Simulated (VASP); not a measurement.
Write the native input for VASP 6.6.1 that does the following.

* Task: single point
* Functional: PBEsol
* Potentials or basis: VASP PAW PBE potentials, release 64 (Sr_sv)
* Cutoff: 520 eV
* k mesh: 10 × 10 × 10
* Occupations: gaussian, width 0.03 eV
* Spin: no spin polarisation
* Dipole correction: no
* Further INCAR settings: ALGO = Normal; EDIFF = 1e-06; NBANDS = 11

The structure of Sr lies in POSCAR:

```
Sr
1.0
    0.0228176250      3.0423500000      3.0423500000
    3.0423500000      0.0228176250      3.0423500000
    3.0651676250      3.0651676250      0.0000000000
Sr
1
Direct
    0.0000000000      0.0000000000      0.0000000000
```

This cell differs from its parent crystal: strain +0.0150 x Voigt [0, 0, 0, 0, 0, 1].

These files were run (other wordings do the same):

INCAR

```
SYSTEM = Sr
ALGO = Normal
EDIFF = 1E-6
ENCUT = 520
GGA = PS
ISIF = 2
ISMEAR = 0
LASPH = .True.
LCHARG = .False.
LREAL = .False.
LWAVE = .False.
NBANDS = 11
NELM = 60
PREC = Accurate
SIGMA = 0.03
```

KPOINTS

```
k-points
0
Gamma
  10 10 10
  0 0 0
```

Potentials or basis: VASP PAW PBE potentials, release 64 (Sr_sv).

Launch:

```bash
$ cat potpaw_PBE.64/Sr_sv/POTCAR > POTCAR
$ mpirun -np 1 vasp_std > vasp.out
```

Results of the run:

| Item | Value |
| --- | --- |
| Pressure | -0.9 GPa |
| Band gap on the k mesh | zero (band 5 reaches 1.48 eV, above the bottom of band 6 at 1.40 eV) |

Caveat: the cell differs from its parent crystal (strain +0.0150 x Voigt [0, 0, 0, 0, 0, 1]); the PAW data sets were made with another functional, which shifts forces and pressure a little.

Run time: 23 s on 1 thread of Intel(R) Xeon(R) 6975P-C (Granite Rapids) (shared host), peak memory 0.24 GiB.
